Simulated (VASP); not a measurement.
PtC18: single point with PBE

Slab: PtC18, a slab with vacuum.

```
CELL_PARAMETERS angstrom
7.39800 0.00000 0.00000
-3.69900 6.40686 0.00000
0.00000 0.00000 12.00000
ATOMIC_POSITIONS crystal
C 0.99724 0.99421 0.08068
C 0.22030 0.10662 0.08054
C 0.99731 0.32747 0.07814
C 0.21974 0.43969 0.07979
C 0.99785 0.66115 0.07983
C 0.22025 0.77334 0.07817
C 0.33089 0.99461 0.08036
C 0.55348 0.10661 0.08067
C 0.32764 0.32548 0.08558
C 0.55172 0.43630 0.10000
C 0.33050 0.66114 0.07985
C 0.55259 0.77535 0.08578
C 0.66411 0.99421 0.08073
C 0.88668 0.10622 0.08047
C 0.66498 0.32547 0.08568
C 0.88711 0.43969 0.07979
C 0.66584 0.66450 0.10011
C 0.88990 0.77536 0.08580
Pt 0.60899 0.55017 0.26303
```

```yaml
Program: VASP 6.6.1
Task: single point
Functional: PBE
Potentials_or_basis: VASP PAW PBE potentials, release 64 (C, Pt)
Cutoff: 520 eV
k_mesh: 2 × 2 × 1
Occupations: gaussian, width 0.02 eV
Spin: no spin polarisation
```

The largest force is 0.086 eV/Å. The band gap on the k mesh is 0.29 eV, direct.

Forces on the atoms (eV/Å):
```
C    0.019  0.016 -0.004
C   -0.009 -0.011  0.005
C    0.008  0.013  0.001
C   -0.009 -0.004 -0.005
C   -0.006  0.000  0.007
C    0.009 -0.011 -0.001
C   -0.001  0.008  0.001
C    0.003 -0.011  0.006
C    0.005  0.004  0.004
C   -0.001 -0.027 -0.035
C   -0.016  0.003  0.001
C    0.004 -0.004 -0.006
C   -0.011  0.008  0.000
C   -0.003 -0.003 -0.005
C   -0.008  0.011 -0.008
C    0.005 -0.004  0.004
C   -0.001  0.020 -0.037
C    0.016 -0.009 -0.015
Pt  -0.003  0.000  0.086
```

Levels at points of the mesh, in eV from the valence-band top:
```tsv
k point	band 39	band 40	band 41	band 42	band 43	band 44
(0.00, 0.00, 0.00)	-1.15	-0.30	0.00	0.29	0.56	0.96
(0.50, 0.00, 0.00)	-1.34	-0.95	-0.85	0.51	1.80	2.52
(0.00, 0.50, 0.00)	-1.05	-1.03	-0.87	0.34	1.80	2.45
(0.50, 0.50, 0.00)	-1.34	-0.95	-0.85	0.51	1.80	2.52
```

It took 2.5 min on 1 thread of Intel(R) Xeon(R) 6975P-C (Granite Rapids), on a shared host, peak memory 0.58 GiB.

Caveat: the k points lie up to 0.49 Å⁻¹ apart; spin-orbit coupling is left out, which moves the levels of the heavy elements.
